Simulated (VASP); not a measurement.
# Pd (Fd-3m) in VASP: further runs

The runs below take Pd through single point, with r2SCAN.

Program: VASP 6.6.1. These are calculated values, not measurements. Logs are shortened: lines on timing, memory, paths and dates and some standing lists are left out, and cuts for length are marked.

## (1) The cell of the first run

The structure is cubic, space group Fd-3m (No. 227). The conventional cell has a = 5.884 Å, b = 5.884 Å, c = 5.884 Å, α = 90.00°, β = 90.00°, γ = 90.00°. Within 3.4 Å of Pd (site symmetry -43m) lie 4 Pd at 2.55 Å.

This isn't the form of Pd at room conditions, which is fcc.

## (2) Single point, r2SCAN, collinear spin (25.46 Å³/atom)

POSCAR reads:

```
Pd
1.0
    0.0000000000      2.9418769169      2.9418769169
    2.9418769169      0.0000000000      2.9418769169
    2.9418769169      2.9418769169      0.0000000000
Pd
2
Direct
    0.1250000000      0.1250000000      0.1250000000
    0.8750000000      0.8750000000      0.8750000000
```

INCAR.step1 reads:

```
SYSTEM = Pd
ALGO     = Normal         ! electronic algorithm
EDIFF    = 1E-4           ! SCF threshold, eV
ENCUT    = 520            ! plane-wave cutoff, eV
GGA      = PE             ! functional
ISMEAR   = -1             ! smearing method
ISPIN    = 2              ! spin polarisation
LASPH    = .True.         ! aspherical terms in the spheres
LCHARG   = .False.        ! write CHGCAR
LMAXMIX  = 4              ! l up to which the mixer works
LREAL    = .False.        ! projectors in reciprocal space
LWAVE    = .True.         ! write WAVECAR
MAGMOM   = 0.52 0.52      ! initial moments
NBANDS   = 21             ! bands
NELM     = 150            ! most SCF steps
PREC     = Accurate       ! precision mode
SIGMA    = 0.05           ! smearing width, eV
```

INCAR.step2 reads:

```
SYSTEM = Pd
ALGO     = Normal         ! electronic algorithm
EDIFF    = 1E-6           ! SCF threshold, eV
ENCUT    = 520            ! plane-wave cutoff, eV
ISIF     = 2              ! what is computed and relaxed
ISMEAR   = -1             ! smearing method
ISPIN    = 2              ! spin polarisation
ISTART   = 1            
LASPH    = .True.         ! aspherical terms in the spheres
LCHARG   = .True.         ! write CHGCAR
LELF     = .True.         ! ELF
LMAXMIX  = 4              ! l up to which the mixer works
LMIXTAU  = .True.       
LORBIT   = 11             ! projections on sites
LREAL    = .False.        ! projectors in reciprocal space
LVHAR    = .True.       
LWAVE    = .False.        ! write WAVECAR
MAGMOM   = 0.52 0.52      ! initial moments
METAGGA  = R2SCAN         ! meta-GGA
NBANDS   = 21             ! bands
NELM     = 150            ! most SCF steps
PREC     = Accurate       ! precision mode
SIGMA    = 0.05           ! smearing width, eV
```

KPOINTS reads:

```
k-points
0
Gamma
  11 11 11
  0 0 0
```

Potentials or basis: VASP PAW PBE potentials, release 64 (Pd).

Started as:

```bash
cat potpaw_PBE.64/Pd/POTCAR > POTCAR
cp INCAR.step1 INCAR
mpirun -np 1 vasp_std > vasp.out
cp INCAR.step2 INCAR
mpirun -np 1 vasp_std > vasp.out
```

OUTCAR:

```text
SYSTEM = Pd
   EDIFF = 1E-6
   ENCUT = 520
   ISIF = 2
   ISMEAR = -1
   ISPIN = 2
   ISTART = 1
   LASPH = .True.
   LORBIT = 11
   LREAL = .False.
   METAGGA = R2SCAN
   NELM = 150
   PREC = Accurate

 ion  position               nearest neighbor table
   1  0.125  0.125  0.125-   2 2.55   2 2.55   2 2.55   2 2.55
   2  0.875  0.875  0.875-   1 2.55   1 2.55   1 2.55   1 2.55

  LATTYP: Found a face centered cubic cell.
 ALAT       =     5.8837538338

  Lattice vectors:

 A1 = (   0.0000000000,   2.9418769169,   2.9418769169)
 A2 = (   2.9418769169,   0.0000000000,   2.9418769169)
 A3 = (   2.9418769169,   2.9418769169,   0.0000000000)

Analysis of symmetry for initial positions (statically):
=====================================================================
 Subroutine PRICEL returns:
 Original cell was already a primitive cell.

 Routine SETGRP: Setting up the symmetry group for a
 face centered cubic supercell.

 Subroutine GETGRP returns: Found 48 space group operations
 (whereof 12 operations were pure point group operations)
 out of a pool of 48 trial point group operations.

The static configuration has the point symmetry D_3d.
 The point group associated with its full space group is O_h .

Analysis of symmetry for dynamics (positions and initial velocities):
=====================================================================
 Subroutine PRICEL returns:
 Original cell was already a primitive cell.

 Routine SETGRP: Setting up the symmetry group for a
 face centered cubic supercell.

 Subroutine GETGRP returns: Found 48 space group operations
 (whereof 12 operations were pure point group operations)
 out of a pool of 48 trial point group operations.

The dynamic configuration has the point symmetry D_3d.
 The point group associated with its full space group is O_h .

Analysis of structural, dynamic, and magnetic symmetry:
=====================================================================
 Subroutine PRICEL returns:
 Original cell was already a primitive cell.

 Routine SETGRP: Setting up the symmetry group for a
 face centered cubic supercell.

 Subroutine GETGRP returns: Found 48 space group operations
 (whereof 12 operations were pure point group operations)
 out of a pool of 48 trial point group operations.

The overall configuration has the point symmetry D_3d.
 The point group associated with its full space group is O_h .

 Subroutine INISYM returns: Found 48 space group operations
 (whereof 12 operations are pure point group operations),
 and found     1 'primitive' translations

----------------------------------------------------------------------------------------

                                     Primitive cell

  volume of cell :      50.9218

  direct lattice vectors                    reciprocal lattice vectors
     0.000000000  2.941876917  2.941876917    -0.169959524  0.169959524  0.169959524
     2.941876917  0.000000000  2.941876917     0.169959524 -0.169959524  0.169959524
     2.941876917  2.941876917  0.000000000     0.169959524  0.169959524 -0.169959524

  length of vectors
     4.160442235  4.160442235  4.160442235     0.294378531  0.294378531  0.294378531

  position of ions in fractional coordinates (direct lattice)
     0.125000000  0.125000000  0.125000000
     0.875000000  0.875000000  0.875000000

  ion indices of the primitive-cell ions
   primitive index   ion index
                 1           1
                 2           2

----------------------------------------------------------------------------------------

 KPOINTS: k-points

Automatic generation of k-mesh.
 Grid dimensions read from file:
 generate k-points for:   11   11   11

 Generating k-lattice:

  Cartesian coordinates                     Fractional coordinates (reciprocal lattice)
    -0.015450866  0.015450866  0.015450866     0.090909091  0.000000000  0.000000000
     0.015450866 -0.015450866  0.015450866     0.000000000  0.090909091  0.000000000
     0.015450866  0.015450866 -0.015450866     0.000000000  0.000000000  0.090909091

  Length of vectors
     0.026761685  0.026761685  0.026761685

  Shift w.r.t. Gamma in fractional coordinates (k-lattice)
     0.000000000  0.000000000  0.000000000

 Subroutine IBZKPT returns following result:
 ===========================================

 Found     56 irreducible k-points:

 Following reciprocal coordinates:
            Coordinates               Weight
  0.000000  0.000000  0.000000      1.000000
  0.090909  0.000000  0.000000      8.000000
  0.181818  0.000000  0.000000      8.000000
  0.272727  0.000000  0.000000      8.000000
  0.363636  0.000000  0.000000      8.000000
  0.454545  0.000000  0.000000      8.000000
[... 16 lines left out ...]
 -0.272727  0.181818  0.000000     24.000000
 -0.181818  0.181818  0.000000     12.000000
 [... further k-points ...]
   k-points           NKPTS =     56   k-points in BZ     NKDIM =     56   number of bands    NBANDS=     21
   number of dos      NEDOS =    301   number of ions     NIONS =      2
   total plane-waves  NPLWV =  32768
   dimension x,y,z NGX =    32 NGY =   32 NGZ =   32
   dimension x,y,z NGXF=    64 NGYF=   64 NGZF=   64
   ions per type =               2
   NGX,Y,Z   is equivalent  to a cutoff of  12.79, 12.79, 12.79 a.u.
   NGXF,Y,Z  is equivalent  to a cutoff of  25.57, 25.57, 25.57 a.u.
 SYSTEM =  Pd
   PREC   = accura    normal or accurate (medium, high low for compatibility)
   ISTART =      1    job   : 0-new  1-cont  2-samecut
   ICHARG =      0    charge: 1-file 2-atom 10-const
   ISPIN  =      2    spin polarized calculation?
   LNONCOLLINEAR =      F non collinear calculations
   LSORBIT =      F    spin-orbit coupling
   LASPH  =      T    aspherical Exc in radial PAW
   ENCUT  =  520.0 eV  38.22 Ry    6.18 a.u.   7.74  7.74  7.74*2*pi/ulx,y,z
   NELM   =    150;   NELMIN=  2; NELMDL=  0     # of ELM steps
   EDIFF  = 0.1E-05   stopping-criterion for ELM
   LREAL  =      F    real-space projection
   EDIFFG = 0.1E-04   stopping-criterion for IOM
   NSW    =      0    number of steps for IOM
   IBRION =     -1    ionic relax: 0-MD 1-quasi-New 2-CG
   NFREE  =      0    steps in history (QN), initial steepest desc. (CG)
   ISIF   =      2    stress and relaxation
   ISYM   =      2    0-nonsym 1-usesym 2-fastsym
   POTIM  = 0.5000    time-step for ionic-motion
   TEBEG  =    0.0;   TEEND  =   0.0 temperature during run
   PSTRESS=    0.0 pullay stress
   NELECT =      20.0000    total number of electrons
   NUPDOWN=      -1.0000    fix difference up-down
   EMIN   =  10.00;   EMAX   =-10.00  energy-range for DOS
   EFERMI =   0.00;   METHOD = LEGACY
   ISMEAR =    -1;   SIGMA  =   0.05  broadening in eV -4-tet -1-fermi 0-gaus
   EFERMI_NEDOS =   21; number of points for ismear=-14 and -15
   IALGO  =     38    algorithm
   IMIX   =      4    mixing-type and parameters
     AMIX     =   0.40;   BMIX     =  1.00
     AMIX_MAG =   1.60;   BMIX_MAG =  1.00
  volume/ion in A,a.u.               =      25.46       171.82
  Fermi-wavevector in a.u.,A,eV,Ry     =   1.198902  2.265596 19.556550  1.437366
  Thomas-Fermi vector in A             =   2.334779
   LORBIT       =     11    0 simple, 1 ext, 2 COOP (PROOUT), +10 PAW based schemes
   METAGGA = R2SCAN    functional components
   LHFCALC =     F    Hartree Fock is set to
   AEXX    =    0.0000 exact exchange contribution
   IVDW    =     0    specifies the selected vdW correction
   LEPSILON=     F    determine dielectric tensor
   LRPA    =     F    only Hartree local field effects (RPA)
 spin polarized calculation
  energy-cutoff  :      520.00
  volume of cell :       50.92
 maximum number of plane-waves:      1391
   NGX = 15   NGY = 15   NGZ = 15

 number of electron      20.0000007 magnetization       1.0119055

 Free energy of the ion-electron system (eV)
  ---------------------------------------------------
  ext. energy  EPLUGINS =         0.00000000
  ---------------------------------------------------
  free energy    TOTEN  =       -43.49881644 eV

  energy without entropy =      -43.46394216  energy(sigma->0) =      -43.48137930

 E-fermi :   3.5107     XC(G=0): -10.2851

 val. band max:        3.5015315152   @ k =  -0.4545   0.1818   0.0000
 cond. band min:       3.5129953778   @ k =   0.1818   0.0909   0.0000
 fundamental gap:      0.0114638626
 Fermi energy:         3.5106588157

 spin component 1

 k-point     1 :       0.0000    0.0000    0.0000
  band No.  band energies     occupation
      1      -0.8859      1.00000
      2      -0.0353      1.00000
      3      -0.0353      1.00000
      4       0.0333      1.00000
      5       0.0333      1.00000
      6       0.0333      1.00000
[... 13 lines left out ...]
     20      17.7181      0.00000
     21      17.7181      0.00000
[... 529 lines left out ...]
 k-point    24 :      -0.1818    0.1818    0.0000
  band No.  band energies     occupation
      1      -0.3671      1.00000
      2      -0.2148      1.00000
      3       0.0321      1.00000
      4       0.2437      1.00000
      5       0.2669      1.00000
      6       0.6438      1.00000
[... 13 lines left out ...]
     20      19.6268      0.00000
     21      22.0469      0.00000

 [... further k-points ...]

 spin component 2

 k-point     1 :       0.0000    0.0000    0.0000
  band No.  band energies     occupation
      1      -0.8738      1.00000
      2       0.3295      1.00000
      3       0.3295      1.00000
      4       0.4793      1.00000
      5       0.4793      1.00000
      6       0.4793      1.00000
[... 13 lines left out ...]
     20      17.7935      0.00000
     21      17.7935      0.00000
[... 529 lines left out ...]
 k-point    24 :      -0.1818    0.1818    0.0000
  band No.  band energies     occupation
      1       0.0430      1.00000
      2       0.0802      1.00000
      3       0.4340      1.00000
      4       0.4805      1.00000
      5       0.6876      1.00000
      6       1.0559      1.00000
[... 13 lines left out ...]
     20      19.7461      0.00000
     21      22.1319      0.00000

 [... further k-points ...]

------------------------ aborting loop because EDIFF is reached ----------------------------------------

  FORCE on cell =-STRESS in cart. coord.  units (eV):
  Direction    XX          YY          ZZ          XY          YZ          ZX
  --------------------------------------------------------------------------------------
  -------------------------------------------------------------------------------------
  Total       -1.5713688     -1.5713688     -1.5713688      0.0000000      0.0000000      0.0000000
  in kB      -49.4407677    -49.4407677    -49.4407677      0.0000000      0.0000000      0.0000000
  external PRESSURE =     -49.4407677 kB  Pullay stress =       0.0000000 kB

 VOLUME and BASIS-vectors are now :
 -----------------------------------------------------------------------------
  energy-cutoff  :      520.00
  volume of cell :       50.92
      direct lattice vectors                 reciprocal lattice vectors
     0.000000000  2.941876917  2.941876917    -0.169959524  0.169959524  0.169959524
     2.941876917  0.000000000  2.941876917     0.169959524 -0.169959524  0.169959524
     2.941876917  2.941876917  0.000000000     0.169959524  0.169959524 -0.169959524

 POSITION                                       TOTAL-FORCE (eV/Angst)
 -----------------------------------------------------------------------------------
      0.73547      0.73547      0.73547         0.000000      0.000000      0.000000
      5.14828      5.14828      5.14828        -0.000000     -0.000000     -0.000000
 -----------------------------------------------------------------------------------
    total drift:                                0.000000      0.000000     -0.000000

  FREE ENERGIE OF THE ION-ELECTRON SYSTEM (eV)
  ---------------------------------------------------
  free  energy   TOTEN  =       -43.4988164364 eV

  energy  without entropy=      -43.4639421632  energy(sigma->0) =      -43.48137930

 total charge

# of ion       s       p       d       tot
------------------------------------------
    1        0.495   0.259   8.519   9.273
    2        0.495   0.259   8.519   9.273
--------------------------------------------------
tot          0.990   0.518  17.039  18.547

 magnetization (x)

# of ion       s       p       d       tot
------------------------------------------
    1       -0.007  -0.006   0.514   0.501
    2       -0.007  -0.006   0.514   0.501
--------------------------------------------------
tot         -0.014  -0.012   1.028   1.002
```

It took 4 min on 1 thread of Intel Xeon 8259CL, shared host; peak memory 0.27 GiB.

Results:

* Free energy: -43.4988 eV
* Pressure: -4.9 GPa
* Net moment: 1.01 μB per cell
* Site moments: Pd +0.50 μB
* Valence electrons inside the program's atomic spheres: Pd 9.27

Caveat: the cell stands under tension; the PAW data sets were made with another functional, which shifts forces and pressure a little.

## (3) Single point, r2SCAN, collinear spin

This run uses another cell than the first one, of 23.57 Å³/atom.

POSCAR reads:

```
Pd
1.0
    0.0000000000      2.8673669647      2.8673669647
    2.8673669647      0.0000000000      2.8673669647
    2.8673669647      2.8673669647      0.0000000000
Pd
2
Direct
    0.1250000000      0.1250000000      0.1250000000
    0.8750000000      0.8750000000      0.8750000000
```

INCAR.step1 reads:

```
SYSTEM = Pd
PREC = Accurate
ENCUT = 520
ISMEAR = -1
SIGMA = 0.05
LREAL = .FALSE.
LASPH = .TRUE.
NELM = 150
ISPIN = 2
MAGMOM = -0.51 -0.51
LMAXMIX = 4
NBANDS = 21
GGA = PE
ALGO = Normal
EDIFF = 1E-4
LWAVE = .TRUE.
LCHARG = .FALSE.
```

INCAR.step2 reads:

```
SYSTEM = Pd
PREC = Accurate
ENCUT = 520
EDIFF = 1E-6
ISMEAR = -1
SIGMA = 0.05
LREAL = .FALSE.
LASPH = .TRUE.
NELM = 150
ALGO = Normal
ISIF = 2
LWAVE = .FALSE.
LCHARG = .FALSE.
ISPIN = 2
MAGMOM = -0.51 -0.51
LORBIT = 11
LMAXMIX = 4
METAGGA = R2SCAN
LMIXTAU = .TRUE.
NBANDS = 21
ISTART = 1
```

KPOINTS reads:

```
Automatic mesh
0
G
  16 16 16
  0 0 0
```

Potentials or basis: VASP PAW PBE potentials, release 64 (Pd).

Started as:

```bash
cat potpaw_PBE.64/Pd/POTCAR > POTCAR
cp INCAR.step1 INCAR
mpirun -np 1 vasp_std > vasp.out
cp INCAR.step2 INCAR
mpirun -np 1 vasp_std > vasp.out
```

Run time: 6.2 min. Hardware: 1 thread of Intel Xeon 6975P-C (Granite Rapids), shared host; peak memory 0.34 GiB.

The run converged. Its results:

| Property | Result |
| --- | --- |
| Free energy | -43.5611 eV |
| Pressure | -0.1 GPa |
| Net moment | -1.06 μB per cell |
| Site moments | Pd -0.52 μB |
| Valence electrons inside the program's atomic spheres | Pd 9.37 |

Levels at points of the mesh, in eV from the Fermi level:
Spin up:
| k point | band 7 | band 8 | band 9 | band 10 | band 11 | band 12 | band 13 | band 14 |
| --- | --- | --- | --- | --- | --- | --- | --- | --- |
| (0.00, 0.00, 0.00) | -1.26 | -1.26 | -1.26 | -0.09 | -0.09 | 12.28 | 12.28 | 12.28 |
| (0.50, 0.00, 0.00) | -1.02 | -1.02 | -0.19 | -0.19 | -0.08 | 1.53 | 8.99 | 8.99 |
| (0.50, 0.50, 0.00) | -1.89 | -1.89 | 0.02 | 0.02 | 2.13 | 2.13 | 5.02 | 5.02 |
Spin down:
```
           k point  band 7  band 8  band 9  band 10  band 11  band 12  band 13  band 14  band 15  band 16
(0.00, 0.00, 0.00)   -1.82   -1.82   -1.82    -0.61    -0.61    12.17    12.17    12.17    12.55    12.55
(0.50, 0.00, 0.00)   -1.49   -1.49   -0.80    -0.80    -0.08     1.11     8.90     8.90    10.80    12.90
(0.50, 0.50, 0.00)   -2.31   -2.31   -0.61    -0.61     1.86     1.86     5.01     5.01     9.72     9.72
```

Caveat: the PAW data sets were made with another functional, which shifts forces and pressure a little.
